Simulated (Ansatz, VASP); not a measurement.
## Tl in VASP and in Ansatz

```
Tl
1.0
     0.00000    3.51781    3.51781
     3.51781    0.00000    3.51781
     3.51781    3.51781    0.00000
Tl
2
Direct
  0.12500 0.12500 0.12500
  0.87500 0.87500 0.87500
```

Alike in both runs: task single point; functional PBE; k mesh 13 × 13 × 13; occupations fermi-dirac, width 0.1 eV; no spin polarisation.

|  | VASP | Ansatz |
| --- | --- | --- |
| version | VASP 6.6.1 | Ansatz 0.2.0 |
| potentials or method | VASP PAW PBE potentials, release 64 (Tl_d), cutoff 520 eV | plane waves (420 eV) with PAW, scalar-relativistic |
| valence electrons in the cell | 26 | 26 |

VASP gave:

| Property | Result |
| --- | --- |
| pressure (GPa) | 0.5 |

Problem. Estimate Ansatz's values.

Solution. Pressure (GPa): 0.6.

Neither program's run includes spin-orbit coupling.
